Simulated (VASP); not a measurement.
A run of VASP 6.6.1 is set up as follows.

INCAR

```
SYSTEM = Sb
  PREC = Accurate
  ENCUT = 520
  EDIFF = 1E-6
  ISMEAR = 0
  SIGMA = 0.1
  LREAL = .False.
  LASPH = .True.
  NELM = 60
  ALGO = Normal
  ISIF = 2
  LWAVE = .False.
  LCHARG = .False.
  LDIPOL = .True.
  IDIPOL = 3
  DIPOL = 0.5 0.5 0.500
  GGA = PE
  IVDW = 12
  IBRION = 2
  NSW = 90
  EDIFFG = -0.03
```

File KPOINTS:

```
Automatic mesh
0
Gamma
  3 3 1
  0 0 0
```

POSCAR

```
Sb
1.0
    6.1229478380      0.0000000000      0.0000000000
    0.0000000000      6.1229478380      0.0000000000
    0.0000000000      0.0000000000     22.1229478380
Sb
12
Selective dynamics
Direct
    0.0000000000      0.0000000000      0.3616154619  F F F
    0.0000000000      0.5000000000      0.3616154619  F F F
    0.5000000000      0.0000000000      0.3616154619  F F F
    0.5000000000      0.5000000000      0.3616154619  F F F
    0.0000000000      0.0000000000      0.5000000000  T T T
    0.0000000000      0.5000000000      0.5000000000  T T T
    0.5000000000      0.0000000000      0.5000000000  T T T
    0.5000000000      0.5000000000      0.5000000000  T T T
    0.0000000000      0.0000000000      0.6383845381  T T T
    0.0000000000      0.5000000000      0.6383845381  T T T
    0.5000000000      0.0000000000      0.6383845381  T T T
    0.5000000000      0.5000000000      0.6383845381  T T T
```

Potentials or basis: VASP PAW PBE potentials, release 64 (Sb).

The run is started by

```bash
$ cat potpaw_PBE.64/Sb/POTCAR > POTCAR
$ mpirun -np 1 vasp_std > vasp.out
```

Estimate the energy gained by relaxing.

0.1 meV/atom.

Estimate the dispersion energy per atom.

-0.374 eV.

Predict the band gap on the k mesh.

zero (bands 30 and 31 overlap by 0.32 eV).

Step by step:
| step | energy change (eV) | largest force on free atoms (eV/Å) | pressure (GPa) |
| --- | --- | --- | --- |
| 1 | 0.0000 | 0.0492 | -0.23 |
| 2 | -0.0004 | 0.0411 | -0.24 |
| 3 | -0.0012 | 0.0257 | -0.26 |

Caveat: spin-orbit coupling is left out, which moves the levels of the heavy elements.
